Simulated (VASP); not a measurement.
Runs of VASP 6.6.1 on Fe. The structure is that of space group Im-3m (No. 229), or close to it. The cells are those of the table. 

```csv
cell,gap on the mesh (eV),pressure (GPa),moment (μB)
"a = 2.499 Å, angles 109.5°, 1 atom",none,(c),2.29
"a = 2.312 Å, angles 109.5°, 1 atom",none,39.5,1.92
"a = 2.338 Å, angles 109.5°, 1 atom",none,27.0,1.97
"a = 2.490 Å, angles 109.5°, 1 atom",none,(b),(a)
```

Alike in all rows: task single point; level PBEsol; potentials or basis VASP PAW PBE potentials, release 64 (Fe); spin collinear, ferromagnetic start; k mesh 20 × 20 × 20; cutoff (eV) 520; smearing gaussian 0.1 eV.

Question: Estimate the missing entries.

Answer: (a) 2.27; (b) -16.3; (c) -17.7.

Caveats: the PAW data sets were made with another functional, which shifts forces and pressure a little; the cell stands under tension (at least some runs); the cell stands under pressure (at least some runs).

A gap of «none» marks levels without a gap at the run's occupations.
